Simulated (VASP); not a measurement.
A run of VASP 6.6.1:

File POSCAR:

```
MgH2
1.0
    4.5168000000      0.0000000000      0.0000000000
    0.0000000000      4.5168000000      0.0000000000
    0.0000000000      0.0000000000      3.0205000000
Mg H
2 4
Direct
    0.0000000000      0.0000000000      0.0000000000
    0.5000000000      0.5000000000      0.5000000000
    0.3060000000      0.3060000000      0.0000000000
    0.1940000000      0.8060000000      0.5000000000
    0.6940000000      0.6940000000      0.0000000000
    0.8060000000      0.1940000000      0.5000000000
```

INCAR.step1

```
SYSTEM = MgH2
PREC     = Accurate       ! precision mode
ENCUT    = 660            ! plane-wave cutoff, eV
ISMEAR   = 0              ! smearing method
SIGMA    = 0.1            ! smearing width, eV
LREAL    = .FALSE.        ! projectors in reciprocal space
LASPH    = .TRUE.         ! aspherical terms in the spheres
NELM     = 120            ! most SCF steps
NBANDS   = 13             ! bands
GGA      = PE             ! functional
ALGO     = Normal         ! electronic algorithm
EDIFF    = 1E-5           ! SCF threshold, eV
LWAVE    = .TRUE.         ! write WAVECAR
LCHARG   = .FALSE.        ! write CHGCAR
GGA_COMPAT= .FALSE.
```

Contents of INCAR.step2:

```
SYSTEM = MgH2
PREC     = Accurate       ! precision mode
ENCUT    = 660            ! plane-wave cutoff, eV
EDIFF    = 1E-6           ! SCF threshold, eV
ISMEAR   = 0              ! smearing method
SIGMA    = 0.1            ! smearing width, eV
LREAL    = .FALSE.        ! projectors in reciprocal space
LASPH    = .TRUE.         ! aspherical terms in the spheres
NELM     = 120            ! most SCF steps
ALGO     = Normal         ! electronic algorithm
ISIF     = 2              ! what is computed and relaxed
LWAVE    = .FALSE.        ! write WAVECAR
LCHARG   = .TRUE.         ! write CHGCAR
METAGGA  = R2SCAN         ! meta-GGA
LMIXTAU  = .TRUE.       
LELF     = .TRUE.         ! ELF
LVHAR    = .TRUE.       
NBANDS   = 13             ! bands
ISTART   = 1            
GGA_COMPAT= .FALSE.
```

The input KPOINTS:

```
Automatic mesh
0
G
  4 4 6
  0 0 0
```

Potentials or basis: VASP PAW PBE potentials, release 64 (Mg, H).

Command:

```sh
$ cat potpaw_PBE.64/Mg/POTCAR potpaw_PBE.64/H/POTCAR > POTCAR
$ cp INCAR.step1 INCAR
$ mpirun -np 1 vasp_std > vasp.out
$ cp INCAR.step2 INCAR
$ mpirun -np 1 vasp_std > vasp.out
```

Hardware: 1 thread of Intel(R) Xeon(R) 6975P-C (Granite Rapids), with other jobs on the host.

Q: How long does it take, and how much memory?

A: Run time: 45 s on 1 thread of Intel(R) Xeon(R) 6975P-C (Granite Rapids), with other jobs on the host, peak memory 0.21 GiB. Counts: k points 24.
